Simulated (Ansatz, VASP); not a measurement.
## MoS2: VASP beside Ansatz

```
Mo S
1.0
     3.17793    0.00000    0.00000
    -1.58897    2.75217    0.00000
     0.00000    0.00000    6.52620
Mo S
1 2
Direct
  0.00000 0.00000 0.00000
  0.33333 0.66667 0.26088
  0.33333 0.66667 0.73912
```

Alike in both runs: task single point; functional PBE; dispersion D3(BJ); k mesh 12 × 12 × 4; occupations gaussian, width 0.05 eV; no spin polarisation.

|  | VASP | Ansatz |
| --- | --- | --- |
| version | VASP 6.6.1 | Ansatz 0.2.0 |
| potentials or method | VASP PAW PBE potentials, release 64 (Mo_sv, S), cutoff 500 eV | scalar-relativistic, plane waves, PAW |
| valence electrons in the cell | 26 | 26 |

```csv
,VASP,Ansatz,Ansatz less VASP
gap on the k mesh at the Fermi level (eV),0.89,0.87,-0.011
least direct gap on the mesh (eV),1.73,1.72,-0.015
pressure (GPa),-12.0,-11.9,+0.07
"traceless stress, the component that is largest in VASP (GPa)",-6.84,-6.81,+0.023
rms of the force components (eV/Å),1.177,1.174,-0.0036
```

Atom by atom the forces differ by 0.004 eV/Å (rms over components).
